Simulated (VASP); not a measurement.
Here is a VASP 6.6.1 calculation.

The input INCAR:

```
PREC = Accurate
ENCUT = 520
EDIFF = 1E-6
ISMEAR = -1
SIGMA = 0.02
LREAL = F
LASPH = T
NELM = 60
ALGO = Normal
ISIF = 2
LWAVE = F
LCHARG = F
GGA = PE
NBANDS = 11
```

Contents of KPOINTS:

```
Automatic mesh
0
Gamma
  10 10 10
```

POSCAR

```
SiC
1.0
    0.0000000000      2.2525390581      2.1780497564
    2.1780497564      0.0000000000      2.1780497564
    2.1780497564      2.2525390581      0.0000000000
Si C
1 1
Direct
    0.2500000000      0.2500000000      0.2500000000
    0.0000000000      0.0000000000      0.0000000000
```

Potentials or basis: VASP PAW PBE potentials, release 64 (Si, C).

The run is started by

```bash
$ cat potpaw_PBE.64/Si/POTCAR potpaw_PBE.64/C/POTCAR > POTCAR
$ mpirun -np 1 vasp_std > vasp.out
```

Predict the band gap on the k mesh.

1.21 eV, indirect (least direct gap 4.48 eV).

Estimate the pressure.

-3.7 GPa.

Stress tensor (GPa, compression positive):
```
-0.62  0.00  0.00
 0.00 -9.81  0.00
 0.00  0.00 -0.62
```

Caveat: the cell differs from its parent crystal (uniaxial y strain +3.4%). A k mesh can miss the band edges.
